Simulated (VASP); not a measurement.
**Mg: equation of state with LAK**

Mg:

```xyz
1
Lattice="3.0503 0.0000 0.0000 -1.5251 2.6416 0.0000 0.0000 0.0000 3.0448" Properties=species:S:1:pos:R:3 pbc="T T T"
Mg    0.0000    0.0000    0.0000
```

This isn't the form of Mg at room conditions, which is hcp.

```json
{
 "Program": "VASP 6.6.1",
 "Task": "equation of state",
 "Functional": "LAK",
 "Potentials or basis": "VASP PAW PBE potentials, release 64 (Mg)",
 "Cutoff": "260 eV",
 "k mesh": "14 × 14 × 12",
 "Occupations": "methfessel-paxton, width 0.1 eV",
 "Spin": "no spin polarisation"
}
```

| Item | Value |
| --- | --- |
| Equilibrium volume | 24.65 Å³/atom |
| Bulk modulus at fixed shape and positions | 33 GPa |
| Pressure derivative of the bulk modulus | 3.8 (rough: it moves with the points fitted) |

Energy against volume, from the lowest point:
```
volume (Å³/atom)  energy (meV/atom)
          22.572              20.37
          23.553               5.25
          24.535               0.00
          25.516               2.91
          26.497              12.57
```

Wall time 82 s on 1 thread of Intel(R) Xeon(R) Platinum 8488C (Sapphire Rapids), with other jobs on the host, peak memory 0.12 GiB.

Caveat: the cell was scaled at fixed shape and fractional positions, which overstates the stiffness of a crystal with free parameters, most of all of layers and chains; the PAW data sets were made with another functional, which shifts forces and pressure a little.
